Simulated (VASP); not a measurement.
# Nb3WC4 (Im-3m) in VASP: single point with PBE

Aim: the single point of Nb3WC4 with PBE.

Everything below comes from runs of VASP 6.6.1. Logs are shortened: lines on timing, memory, paths and dates and some standing lists are left out, and cuts for length are marked.

**1. The cell of the first run**

Symmetry: Im-3m, No. 229, cubic system. Conventional cell: a = 5.544 Å, b = 5.544 Å, c = 5.544 Å, α = 90.00°, β = 90.00°, γ = 90.00°. Within 3.2 Å of Nb (site symmetry 4/mmm) lie 8 C at 2.40 Å and 4 Nb at 2.77 Å and 2 W at 2.77 Å. Within 3.2 Å of W (site symmetry m-3m) lie 8 C at 2.40 Å and 6 Nb at 2.77 Å. Within 3.2 Å of C (site symmetry -3m) lie 6 Nb at 2.40 Å and 2 W at 2.40 Å and 6 C at 2.77 Å.

The cell was built from a structure type or drawn by symmetry, and may not be a known phase.

**2. Single point, PBE**

INCAR reads:

```
SYSTEM = Nb3WC4
ALGO = Normal ; EDIFF = 1E-6
ENCUT = 600 ; GGA = PE
GGA_COMPAT = .FALSE. ; ISIF = 2
ISMEAR = 0 ; LASPH = .TRUE.
LCHARG = .FALSE. ; LREAL = .FALSE.
LWAVE = .FALSE. ; NBANDS = 44
NELM = 120 ; PREC = Accurate
SIGMA = 0.2
```

KPOINTS reads:

```
k-points
0
G
  4 4 4
  0 0 0
```

POSCAR reads:

```
Nb3WC4
1.0
   -2.7718091252      2.7718091252      2.7718091252
    2.7718091252     -2.7718091252      2.7718091252
    2.7718091252      2.7718091252     -2.7718091252
Nb W C
3 1 4
Direct
    0.0000000000      0.5000000000      0.5000000000
    0.5000000000      0.0000000000      0.5000000000
    0.5000000000      0.5000000000      0.0000000000
    0.0000000000      0.0000000000      0.0000000000
    0.5000000000      0.5000000000      0.5000000000
    0.0000000000      0.0000000000      0.5000000000
    0.0000000000      0.5000000000      0.0000000000
    0.5000000000      0.0000000000      0.0000000000
```

Potentials or basis: VASP PAW PBE potentials, release 64 (Nb_sv, W_sv, C).

Run with:

```console
cat potpaw_PBE.64/Nb_sv/POTCAR potpaw_PBE.64/W_sv/POTCAR potpaw_PBE.64/C/POTCAR > POTCAR
mpirun -np 1 vasp_std > vasp.out
```

OUTCAR:

```text
SYSTEM = Nb3WC4
   EDIFF = 1E-6
   ENCUT = 600
   GGA = PE
   ISIF = 2
   ISMEAR = 0
   LASPH = .TRUE.
   LREAL = .FALSE.
   NELM = 120
   PREC = Accurate

 ion  position               nearest neighbor table
   1  0.000  0.500  0.500-   5 2.40   6 2.40   7 2.40   8 2.40   7 2.40   6 2.40   5 2.40   8 2.40
                             4 2.77   4 2.77   2 2.77   3 2.77   2 2.77   3 2.77
   2  0.500  0.000  0.500-   5 2.40   6 2.40   7 2.40   8 2.40   8 2.40   5 2.40   6 2.40   7 2.40
                             4 2.77   3 2.77   1 2.77   4 2.77   1 2.77   3 2.77
   3  0.500  0.500  0.000-   5 2.40   6 2.40   7 2.40   8 2.40   5 2.40   8 2.40   7 2.40   6 2.40
                             4 2.77   2 2.77   1 2.77   1 2.77   4 2.77   2 2.77
   4  0.000  0.000  0.000-   5 2.40   6 2.40   7 2.40   8 2.40   6 2.40   7 2.40   8 2.40   5 2.40
                             3 2.77   1 2.77   1 2.77   2 2.77   3 2.77   2 2.77
   5  0.500  0.500  0.500-   1 2.40   2 2.40   3 2.40   4 2.40   3 2.40   2 2.40   1 2.40   4 2.40

   6  0.000  0.000  0.500-   1 2.40   2 2.40   3 2.40   4 2.40   4 2.40   1 2.40   2 2.40   3 2.40

   7  0.000  0.500  0.000-   1 2.40   2 2.40   3 2.40   4 2.40   1 2.40   4 2.40   3 2.40   2 2.40

   8  0.500  0.000  0.000-   1 2.40   2 2.40   3 2.40   4 2.40   2 2.40   3 2.40   4 2.40   1 2.40

  LATTYP: Found a body centered cubic cell.
 ALAT       =     5.5436182504

  Lattice vectors:

 A1 = (  -2.7718091252,   2.7718091252,   2.7718091252)
 A2 = (   2.7718091252,  -2.7718091252,   2.7718091252)
 A3 = (   2.7718091252,   2.7718091252,  -2.7718091252)

Analysis of symmetry for initial positions (statically):
=====================================================================
 Subroutine PRICEL returns:
 Original cell was already a primitive cell.

 Routine SETGRP: Setting up the symmetry group for a
 body centered cubic supercell.

 Subroutine GETGRP returns: Found 48 space group operations
 (whereof 48 operations were pure point group operations)
 out of a pool of 48 trial point group operations.

The static configuration has the point symmetry O_h .

Analysis of symmetry for dynamics (positions and initial velocities):
=====================================================================
 Subroutine PRICEL returns:
 Original cell was already a primitive cell.

 Routine SETGRP: Setting up the symmetry group for a
 body centered cubic supercell.

 Subroutine GETGRP returns: Found 48 space group operations
 (whereof 48 operations were pure point group operations)
 out of a pool of 48 trial point group operations.

[... 101 lines left out ...]
   ISIF   =      2    stress and relaxation
   ISYM   =      2    0-nonsym 1-usesym 2-fastsym
   POTIM  = 0.5000    time-step for ionic-motion
   TEBEG  =    0.0;   TEEND  =   0.0 temperature during run
   PSTRESS=    0.0 pullay stress
   NELECT =      69.0000    total number of electrons
   NUPDOWN=      -1.0000    fix difference up-down
   EMIN   =  10.00;   EMAX   =-10.00  energy-range for DOS
   EFERMI =   0.00;   METHOD = LEGACY
   ISMEAR =     0;   SIGMA  =   0.20  broadening in eV -4-tet -1-fermi 0-gaus
   EFERMI_NEDOS =   21; number of points for ismear=-14 and -15
   IALGO  =     38    algorithm
   IMIX   =      4    mixing-type and parameters
     AMIX     =   0.40;   BMIX     =  1.00
     AMIX_MAG =   1.60;   BMIX_MAG =  1.00
  volume/ion in A,a.u.               =      10.65        71.85
  Fermi-wavevector in a.u.,A,eV,Ry     =   1.526070  2.883855 31.686480  2.328891
  Thomas-Fermi vector in A             =   2.634154
   LORBIT       =      0    0 simple, 1 ext, 2 COOP (PROOUT), +10 PAW based schemes
   GGA     = PE    functional components
   LHFCALC =     F    Hartree Fock is set to
   AEXX    =    0.0000 exact exchange contribution
   IVDW    =     0    specifies the selected vdW correction
   LEPSILON=     F    determine dielectric tensor
   LRPA    =     F    only Hartree local field effects (RPA)
 non-spin polarized calculation
 Gauss-broadening in eV      SIGMA  =   0.20
  energy-cutoff  :      600.00
  volume of cell :       85.18
 maximum number of plane-waves:      2899
 NGX is ok and might be reduce to    40
   NGX = 19   NGY = 19   NGZ = 19

 number of electron      69.0000000 magnetization

 Free energy of the ion-electron system (eV)
  ---------------------------------------------------
  ext. energy  EPLUGINS =         0.00000000
  ---------------------------------------------------
  free energy    TOTEN  =       -76.84974947 eV

  energy without entropy =      -76.79813364  energy(sigma->0) =      -76.82394155

 E-fermi :  12.0198     XC(G=0): -13.5065

 val. band max:       11.7499808972   @ k =   0.2500   0.0000   0.0000
 cond. band min:      12.0618589481   @ k =   0.2500   0.0000   0.0000
 fundamental gap:      0.3118780509
 Fermi energy:        12.0198346839

 k-point     1 :       0.0000    0.0000    0.0000
  band No.  band energies     occupation
      1     -62.2046      2.00000
      2     -42.7251      2.00000
      3     -42.4918      2.00000
      4     -42.4918      2.00000
      5     -26.4632      2.00000
      6     -26.4632      2.00000
[... 365 lines left out ...]
     43      18.6630      0.00000
     44      19.4787      0.00000

------------------------ aborting loop because EDIFF is reached ----------------------------------------

  FORCE on cell =-STRESS in cart. coord.  units (eV):
  Direction    XX          YY          ZZ          XY          YZ          ZX
  --------------------------------------------------------------------------------------
  -------------------------------------------------------------------------------------
  Total       -0.2005413     -0.2005413     -0.2005413      0.0000000      0.0000000     -0.0000000
  in kB       -3.7719373     -3.7719373     -3.7719373      0.0000000      0.0000000     -0.0000000
  external PRESSURE =      -3.7719373 kB  Pullay stress =       0.0000000 kB

 VOLUME and BASIS-vectors are now :
 -----------------------------------------------------------------------------
  energy-cutoff  :      600.00
  volume of cell :       85.18
      direct lattice vectors                 reciprocal lattice vectors
    -2.771809125  2.771809125  2.771809125     0.000000000  0.180387602  0.180387602
     2.771809125 -2.771809125  2.771809125     0.180387602  0.000000000  0.180387602
     2.771809125  2.771809125 -2.771809125     0.180387602  0.180387602  0.000000000

 POSITION                                       TOTAL-FORCE (eV/Angst)
 -----------------------------------------------------------------------------------
      2.77181      0.00000      0.00000        -0.000000      0.000000     -0.000000
      0.00000      2.77181      0.00000        -0.000000      0.000000      0.000000
      0.00000      0.00000      2.77181         0.000000      0.000000     -0.000000
      0.00000      0.00000      0.00000        -0.000000     -0.000000      0.000000
      1.38590      1.38590      1.38590        -0.000000     -0.000000      0.000000
      1.38590      1.38590     -1.38590         0.000000     -0.000000      0.000000
      1.38590     -1.38590      1.38590         0.000000     -0.000000      0.000000
     -1.38590      1.38590      1.38590         0.000000     -0.000000      0.000000
 -----------------------------------------------------------------------------------
    total drift:                               -0.000000     -0.000000      0.000000

  FREE ENERGIE OF THE ION-ELECTRON SYSTEM (eV)
  ---------------------------------------------------
  free  energy   TOTEN  =       -76.8497494691 eV

  energy  without entropy=      -76.7981336374  energy(sigma->0) =      -76.82394155
```

Wall time 1.8 min (1 thread of AMD EPYC 7R13, shared host); peak memory 0.22 GiB.

Results:

```
Free energy            : -76.8497 eV
Pressure               : -0.4 GPa
Band gap on the k mesh : zero (an odd number of electrons rules out a gap without spin polarisation)
```

Levels at points of the mesh, in eV from the Fermi level:
```csv
k point,band 31,band 32,band 33,band 34,band 35,band 36,band 37,band 38
"(0.00, 0.00, 0.00)",-1.93,1.03,1.03,1.03,1.07,1.07,1.07,1.58
"(0.50, 0.00, 0.00)",-0.81,-0.66,-0.44,-0.32,0.29,0.61,1.09,1.81
"(0.50, 0.50, 0.50)",-2.17,-2.08,-1.86,-1.86,-1.86,4.44,4.44,4.44
```

Caveat: the k points lie up to 0.40 Å⁻¹ apart, too coarse for converged energies and pressures of a metal; spin-orbit coupling is left out, which moves the levels of the heavy elements.
